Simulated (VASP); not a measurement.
# Ir (Fm-3m) in VASP: single point with LDA

Aim: the single point of Ir with LDA.

Everything below comes from runs of VASP 6.6.1. Logs are shortened: lines on timing, memory, paths and dates and some standing lists are left out, and cuts for length are marked.

## Step 1: The cell of the first run

Symmetry: Fm-3m, No. 225, cubic system. Conventional cell: a = 3.839 Å, b = 3.839 Å, c = 3.839 Å, α = 90.00°, β = 90.00°, γ = 90.00°. Ir (site symmetry m-3m) has 12 Ir at 2.71 Å within 3.6 Å.

## Step 2: Single point, LDA

INCAR reads:

```
PREC = Accurate
ENCUT = 560
EDIFF = 1E-6
ISMEAR = 0
SIGMA = 0.1
LREAL = False
LASPH = True
NELM = 120
ALGO = Normal
ISIF = 2
LWAVE = False
LCHARG = False
NBANDS = 14
GGA_COMPAT = False
```

KPOINTS reads:

```
regular mesh
0
Gamma
  8 8 8
```

POSCAR reads:

```
Ir
1.0
    0.0000000000      1.9197000000      1.9197000000
    1.9197000000      0.0000000000      1.9197000000
    1.9197000000      1.9197000000      0.0000000000
Ir
1
Direct
    0.0000000000      0.0000000000      0.0000000000
```

Potentials or basis: VASP PAW LDA potentials, release 64 (Ir_sv_GW).

Started as:

```
> cat potpaw_LDA.64/Ir_sv_GW/POTCAR > POTCAR
> mpirun -np 1 vasp_std > vasp.out
```

OUTCAR:

```text
PREC = Accurate
   ENCUT = 560
   EDIFF = 1E-6
   ISMEAR = 0
   LREAL = False
   LASPH = True
   NELM = 120
   ISIF = 2

 ion  position               nearest neighbor table
   1  0.000  0.000  0.000-

  LATTYP: Found a face centered cubic cell.
 ALAT       =     3.8394000000

  Lattice vectors:

 A1 = (   0.0000000000,   1.9197000000,   1.9197000000)
 A2 = (   1.9197000000,   0.0000000000,   1.9197000000)
 A3 = (   1.9197000000,   1.9197000000,   0.0000000000)

Analysis of symmetry for initial positions (statically):
=====================================================================
 Subroutine PRICEL returns:
 Original cell was already a primitive cell.

 Routine SETGRP: Setting up the symmetry group for a
 face centered cubic supercell.

 Subroutine GETGRP returns: Found 48 space group operations
 (whereof 48 operations were pure point group operations)
 out of a pool of 48 trial point group operations.

The static configuration has the point symmetry O_h .

Analysis of symmetry for dynamics (positions and initial velocities):
=====================================================================
 Subroutine PRICEL returns:
 Original cell was already a primitive cell.

 Routine SETGRP: Setting up the symmetry group for a
 face centered cubic supercell.

 Subroutine GETGRP returns: Found 48 space group operations
 (whereof 48 operations were pure point group operations)
 out of a pool of 48 trial point group operations.

The dynamic configuration has the point symmetry O_h .

 Subroutine INISYM returns: Found 48 space group operations
 (whereof 48 operations are pure point group operations),
 and found     1 'primitive' translations

----------------------------------------------------------------------------------------

                                     Primitive cell

  volume of cell :      14.1491

  direct lattice vectors                    reciprocal lattice vectors
     0.000000000  1.919700000  1.919700000    -0.260457363  0.260457363  0.260457363
     1.919700000  0.000000000  1.919700000     0.260457363 -0.260457363  0.260457363
     1.919700000  1.919700000  0.000000000     0.260457363  0.260457363 -0.260457363

  length of vectors
     2.714865776  2.714865776  2.714865776     0.451125386  0.451125386  0.451125386

  position of ions in fractional coordinates (direct lattice)
     0.000000000  0.000000000  0.000000000

  ion indices of the primitive-cell ions
   primitive index   ion index
[... 75 lines left out ...]
   EDIFFG = 0.1E-04   stopping-criterion for IOM
   NSW    =      0    number of steps for IOM
   IBRION =     -1    ionic relax: 0-MD 1-quasi-New 2-CG
   NFREE  =      0    steps in history (QN), initial steepest desc. (CG)
   ISIF   =      2    stress and relaxation
   ISYM   =      2    0-nonsym 1-usesym 2-fastsym
   POTIM  = 0.5000    time-step for ionic-motion
   TEBEG  =    0.0;   TEEND  =   0.0 temperature during run
   PSTRESS=    0.0 pullay stress
   NELECT =      17.0000    total number of electrons
   NUPDOWN=      -1.0000    fix difference up-down
   EMIN   =  10.00;   EMAX   =-10.00  energy-range for DOS
   EFERMI =   0.00;   METHOD = LEGACY
   ISMEAR =     0;   SIGMA  =   0.10  broadening in eV -4-tet -1-fermi 0-gaus
   EFERMI_NEDOS =   21; number of points for ismear=-14 and -15
   IALGO  =     38    algorithm
   IMIX   =      4    mixing-type and parameters
     AMIX     =   0.40;   BMIX     =  1.00
     AMIX_MAG =   1.60;   BMIX_MAG =  1.00
  volume/ion in A,a.u.               =      14.15        95.48
  Fermi-wavevector in a.u.,A,eV,Ry     =   1.740395  3.288869 41.211694  3.028974
  Thomas-Fermi vector in A             =   2.813052
   LORBIT       =      0    0 simple, 1 ext, 2 COOP (PROOUT), +10 PAW based schemes
   GGA     = CA    functional components
   LHFCALC =     F    Hartree Fock is set to
   AEXX    =    0.0000 exact exchange contribution
   IVDW    =     0    specifies the selected vdW correction
   LEPSILON=     F    determine dielectric tensor
   LRPA    =     F    only Hartree local field effects (RPA)
 non-spin polarized calculation
 Gauss-broadening in eV      SIGMA  =   0.10
  energy-cutoff  :      560.00
  volume of cell :       14.15
 maximum number of plane-waves:       444
 NGX is ok and might be reduce to    24
   NGX = 11   NGY = 11   NGZ = 11

 number of electron      17.0000000 magnetization

 Free energy of the ion-electron system (eV)
  ---------------------------------------------------
  ext. energy  EPLUGINS =         0.00000000
  ---------------------------------------------------
  free energy    TOTEN  =       -10.82545006 eV

  energy without entropy =      -10.81641275  energy(sigma->0) =      -10.82093140

 E-fermi :  12.7033     XC(G=0): -14.7829

 val. band max:       12.6576421258   @ k =  -0.3750   0.1250   0.0000
 cond. band min:      12.7175048973   @ k =  -0.3750   0.2500   0.0000
 fundamental gap:      0.0598627715
 Fermi energy:        12.7033363857

 k-point     1 :       0.0000    0.0000    0.0000
  band No.  band energies     occupation
      1     -79.8763      2.00000
      2     -36.5412      2.00000
      3     -36.5412      2.00000
      4     -36.5412      2.00000
      5       1.5656      2.00000
      6       8.7431      2.00000
      7       8.7431      2.00000
      8       8.7431      2.00000
      9      11.4822      2.00000
     10      11.4822      2.00000
     11      26.2879      0.00000
     12      31.7826      0.00000
     13      31.7826      0.00000
     14      31.7826      0.00000
[... 377 lines left out ...]
      1     -79.7989      2.00000
      2     -37.2337      2.00000
      3     -36.8650      2.00000
      4     -36.7223      2.00000
      5       6.0248      2.00000
      6       7.4248      2.00000
      7       9.0553      2.00000
      8      10.0739      2.00000
      9      13.2301      0.00000
     10      17.8666      0.00000
     11      19.2954      0.00000
     12      28.1314      0.00000
     13      28.4352      0.00000
     14      31.9083      0.00000

 [... further k-points ...]
[... 5 lines left out ...]
  --------------------------------------------------------------------------------------
  -------------------------------------------------------------------------------------
  Total       -0.6631753     -0.6631753     -0.6631753     -0.0000000      0.0000000      0.0000000
  in kB      -75.0946216    -75.0946216    -75.0946216     -0.0000000      0.0000000      0.0000000
  external PRESSURE =     -75.0946216 kB  Pullay stress =       0.0000000 kB

 VOLUME and BASIS-vectors are now :
 -----------------------------------------------------------------------------
  energy-cutoff  :      560.00
  volume of cell :       14.15
      direct lattice vectors                 reciprocal lattice vectors
     0.000000000  1.919700000  1.919700000    -0.260457363  0.260457363  0.260457363
     1.919700000  0.000000000  1.919700000     0.260457363 -0.260457363  0.260457363
     1.919700000  1.919700000  0.000000000     0.260457363  0.260457363 -0.260457363

 POSITION                                       TOTAL-FORCE (eV/Angst)
 -----------------------------------------------------------------------------------
      0.00000      0.00000      0.00000        -0.000000      0.000000      0.000000
 -----------------------------------------------------------------------------------
    total drift:                               -0.000000     -0.000000     -0.000000

  FREE ENERGIE OF THE ION-ELECTRON SYSTEM (eV)
  ---------------------------------------------------
  free  energy   TOTEN  =       -10.8254500585 eV

  energy  without entropy=      -10.8164127452  energy(sigma->0) =      -10.82093140
```

stdout:

```text
POSCAR found type information on POSCAR Ir
 POSCAR found :  1 types and       1 ions
 scaLAPACK will be used
 LDA part: xc-table for (Slater(with rela. corr.)+CA(PZ))
 , standard interpolation
 POSCAR, INCAR and KPOINTS ok, starting setup
 FFT: planning ... GRIDC
 FFT: planning ... GRID_SOFT
 FFT: planning ... GRID
 WAVECAR not read
 entering main loop
```

Run time: 10 s. Hardware: 1 thread of AMD EPYC 7R43 (Zen 3), shared host; peak memory 0.1 GiB.

What came out:

- Free energy: -10.8255 eV
- Pressure: -7.5 GPa
- Band gap on the k mesh: zero (an odd number of electrons rules out a gap without spin polarisation)

Caveat: the cell stands under tension; spin-orbit coupling is left out, which moves the levels of the heavy elements.

The gap in the log of VASP goes by the Fermi energy; the results here count the filled bands.